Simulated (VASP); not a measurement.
Runs of VASP 6.6.1 on BeRu. The structure is that of space group P-6m2 (No. 187), or close to it. The cells are those of the table. 

| cell | gap on the mesh (eV) | pressure (GPa) |
| --- | --- | --- |
| a = 2.532, b = 2.532, c = 3.845 Å, angles 90.0, 90.0, 120.0°, 2 atoms | none | 23.6 |
| a = 2.499, b = 2.499, c = 3.796 Å, angles 90.0, 90.0, 120.0°, 2 atoms | none | (a) |
| a = 2.483, b = 2.483, c = 3.770 Å, angles 90.0, 90.0, 120.0°, 2 atoms | none | 44.5 |
| a = 2.466, b = 2.466, c = 3.744 Å, angles 90.0, 90.0, 120.0°, 2 atoms | none | 52.8 |

Alike in all rows: task single point; level PBE; potentials or basis VASP PAW PBE potentials, release 64 (Be, Ru_pv); no spin polarisation; k mesh 12 × 12 × 7; cutoff (eV) 520; smearing fermi-dirac 0.05 eV.

Problem. Estimate the missing entries.

Solution. (a) 36.8.

A k mesh can miss the band edges, and the runs leave out spin-orbit coupling on Ru.

A gap of «none» marks levels without a gap at the run's occupations.
